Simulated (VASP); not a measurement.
Os: vibrations by perturbation theory with LDA

The system is Os.

```
Os
1.0
     2.73410    0.00000    0.00000
    -1.36705    2.36780    0.00000
     0.00000    0.00000    4.31970
Os
2
Direct
  0.66667 0.33333 0.75000
  0.33333 0.66667 0.25000
```

```json
{"Program": "VASP 6.6.1", "Task": "vibrations by perturbation theory", "Functional": "LDA", "Potentials or basis": "VASP PAW LDA potentials, release 64 (Os)", "Cutoff": "520 eV", "k mesh": "8 × 8 × 5", "Occupations": "fermi-dirac, width 0.05 eV", "Spin": "no spin polarisation", "Dipole correction": "no", "Further INCAR settings": "ALGO = Fast; EDIFF = 1e-08; IBRION = 8; NSW = 1"}
```

| Property | Result |
| --- | --- |
| Highest phonon frequency at Γ | 218 cm⁻¹ |

Phonon frequencies in cm⁻¹ (negative: imaginary):
```
              q point        frequencies
(0.000, 0.000, 0.000)  0 0 0 176 176 218
```

Run time: 97 s on 1 thread of Intel Xeon 8259CL (shared host), peak memory 0.19 GiB.

Caveat: the cell wasn't relaxed at this level first, which shifts response properties.
